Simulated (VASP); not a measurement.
Ge3Te2S, 6 atoms in the cell. The structure is tetragonal, space group P-4m2 (No. 115). The conventional cell has a = 4.055 Å, b = 4.055 Å, c = 9.507 Å, α = 90.00°, β = 90.00°, γ = 90.00°. Ge (site symmetry 2mm) has 5 Te at 2.79 to 2.92 Å and 4 Ge at 3.65 Å within 3.7 Å. Ge (site symmetry -4m2) has 4 S at 2.87 Å and 4 Te at 3.70 Å within 3.8 Å. Te (site symmetry 2mm) has 7 Ge at 2.79 to 3.70 Å and 2 S at 3.70 Å within 3.8 Å. S (site symmetry -4m2) has 4 Ge at 2.87 Å and 4 Te at 3.70 Å within 3.8 Å. The cell was generated, and may not be a known phase.

| Property | Result |
| --- | --- |
| Program | VASP 6.6.1 |
| Task | single point |
| Functional | PBE |
| Potentials or basis | VASP PAW PBE potentials, release 64 (Ge_d, Te, S) |
| Cutoff | 520 eV |
| k mesh | 10 × 10 × 4 |
| Occupations | gaussian, width 0.1 eV |
| Spin | no spin polarisation |
| Dipole correction | no |
| Further INCAR settings | ALGO = Normal; EDIFF = 1e-06; NBANDS = 39 |

Potentials or basis: VASP PAW PBE potentials, release 64 (Ge_d, Te, S).

The run is started by

```sh
$ cat potpaw_PBE.64/Ge_d/POTCAR potpaw_PBE.64/Te/POTCAR potpaw_PBE.64/S/POTCAR > POTCAR
$ mpirun -np 1 vasp_std > vasp.out
```

Hardware: 1 thread of Intel Xeon 8259CL, with other jobs on the host.

Q: Estimate the wall time of this run.

A: Wall time 6.9 min on 1 thread of Intel Xeon 8259CL, on a shared host, peak memory 0.47 GiB. Counts: scf iterations 13, k points 63.
